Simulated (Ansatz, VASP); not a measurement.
Two plane-wave programs on Ni

The input INCAR:

```
SYSTEM = Ni
PREC = Accurate
ENCUT = 520
EDIFF = 1E-6
ISMEAR = 0
SIGMA = 0.05
LREAL = .FALSE.
LASPH = .TRUE.
NELM = 150
ALGO = Normal
ISIF = 2
LWAVE = .FALSE.
LCHARG = .TRUE.
ISPIN = 2
MAGMOM = 0.74
LORBIT = 11
LMAXMIX = 4
GGA = CA
LELF = .TRUE.
LVHAR = .TRUE.
NBANDS = 15
```

Contents of KPOINTS:

```
regular mesh
0
G
  22 22 22
  0 0 0
```

The input POSCAR:

```
Ni
1.0
    0.0000000000      1.7011295389      1.7011295389
    1.7011295389      0.0000000000      1.7011295389
    1.7011295389      1.7011295389      0.0000000000
Ni
1
Direct
    0.0000000000      0.0000000000      0.0000000000
```

Input for Ansatz:

```yaml
crystal:
  lattice:
    - [0.0, 1.7011295389, 1.7011295389]
    - [1.7011295389, 0.0, 1.7011295389]
    - [1.7011295389, 1.7011295389, 0.0]
  atoms:
    - { symbol: Ni, position: [0.0, 0.0, 0.0], spin: 0.74 }
basis:
  ecutwfc: 420
  ecutrho_ratio: 4
kpoints:
  mp_grid: { grid: [22, 22, 22] }
hamiltonian:
  xc: lda
scf:
  occupations: { method: gaussian, width: 0.05 }
output:
  forces: true
  stress: true
  eigenvalues: true
  populations: true
magnetization:
  spin_polarized: true
```

Alike in both runs: task single point; functional LDA; k mesh 22 × 22 × 22; occupations gaussian, width 0.05 eV; collinear spin.

|  | VASP | Ansatz |
| --- | --- | --- |
| version | VASP 6.6.1 | Ansatz 0.2.0 |
| potentials or method | VASP PAW LDA potentials, release 64 (Ni), cutoff 520 eV | scalar-relativistic, plane waves, PAW |
| valence electrons in the cell | 10 | 18 |

Ansatz gave:

- gap on the k mesh at the Fermi level (eV): none
- pressure (GPa): 5.2
- net moment per atom (μB): 0.62
- size of the moment on the site where the two differ most (μB): 0.65

Which values does VASP return?

gap on the k mesh at the Fermi level (eV): none; pressure (GPa): 4.5; net moment per atom (μB): 0.55; size of the moment on the site where the two differ most (μB): 0.55.

LDA's correlation is that of Perdew and Zunger in VASP and of Perdew and Wang (1992) in Ansatz. Site moments also hang on the region over which each program counts them. A gap of «none» marks a metal or a gap that the smearing closes. VASP's potentials hold 10 valence electrons a cell and Ansatz's 18, so a difference there can come from the potentials and not from the codes.
